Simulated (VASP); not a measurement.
PbO2: single point with PBE

PbO2:

```xyz
6
Lattice="5.2339 0.0000 0.0000 0.0000 4.9834 0.0000 0.0000 0.0000 3.4228" Properties=species:S:1:pos:R:3 pbc="T T T"
Pb    0.0000    0.0000    0.0000
Pb    2.6170    2.4917    1.7114
O     1.6846    1.4616    0.0000
O     0.9324    3.9533    1.7114
O     3.5493    3.5218    0.0000
O     4.3016    1.0301    1.7114
```

This cell differs from its parent crystal: uniaxial strain along a: +3.0 %, then relaxed in part.

```yaml
Program: VASP 6.6.1
Task: single point
Functional: PBE
Potentials_or_basis: VASP PAW PBE potentials, release 64 (Pb_d, O)
Cutoff: 520 eV
k_mesh: 8 × 8 × 10
Occupations: gaussian, width 0.1 eV
Spin: no spin polarisation
Dipole_correction: no
Further_INCAR_settings: ALGO = Normal; EDIFF = 1e-06; NBANDS = 35
```

```
Pressure               : -0.3 GPa
Largest force          : 0.014 eV/Å
Band gap on the k mesh : 0.14 eV, indirect (least direct gap 0.26 eV)
```

Forces on the atoms (eV/Å):
```
Pb   0.000  0.000  0.000
Pb   0.000  0.000  0.000
O   -0.009 -0.011  0.000
O    0.009 -0.011  0.000
O    0.009  0.011  0.000
O   -0.009  0.011  0.000
```

Stress tensor (GPa, compression positive):
```
-1.32  0.00  0.00
 0.00  0.14  0.00
 0.00  0.00  0.35
```

Levels at points of the mesh, in eV from the valence-band top:
| k point | band 22 | band 23 | band 24 | band 25 | band 26 | band 27 | band 28 | band 29 | band 30 | band 31 |
| --- | --- | --- | --- | --- | --- | --- | --- | --- | --- | --- |
| (0.00, 0.00, 0.00) | -0.63 | -0.57 | -0.52 | -0.52 | -0.41 | 0.15 | 3.92 | 5.73 | 5.99 | 9.65 |
| (0.50, 0.00, 0.00) | -1.29 | -0.55 | -0.55 | -0.30 | -0.30 | 2.14 | 2.14 | 6.63 | 6.63 | 9.18 |
| (0.00, 0.50, 0.00) | -1.10 | -0.59 | -0.59 | -0.28 | -0.28 | 2.02 | 2.02 | 6.26 | 6.26 | 9.37 |
| (0.50, 0.50, 0.00) | -1.36 | -0.60 | -0.60 | -0.37 | -0.37 | 2.50 | 2.50 | 6.55 | 6.55 | 9.63 |
| (0.00, 0.00, 0.50) | -1.86 | -0.94 | -0.94 | -0.62 | -0.62 | 3.40 | 3.40 | 8.58 | 8.58 | 9.56 |
| (0.50, 0.00, 0.50) | -0.79 | -0.76 | -0.76 | -0.22 | -0.22 | 3.62 | 3.62 | 6.88 | 6.88 | 9.91 |
| (0.00, 0.50, 0.50) | -1.06 | -0.53 | -0.53 | -0.24 | -0.24 | 3.69 | 3.69 | 7.09 | 7.09 | 9.62 |
| (0.50, 0.50, 0.50) | -1.81 | -0.57 | -0.57 | -0.41 | -0.41 | 2.58 | 2.58 | 8.08 | 8.08 | 9.39 |

Wall time 4.6 min on 1 thread of AMD EPYC 9R45 96-Core Processor (Zen 5), on a shared host, peak memory 0.43 GiB.

Caveat: the cell differs from its parent crystal (uniaxial strain along a: +3.0 %, then relaxed in part); spin-orbit coupling is left out, which moves the levels of the heavy elements. A k mesh can miss the band edges.
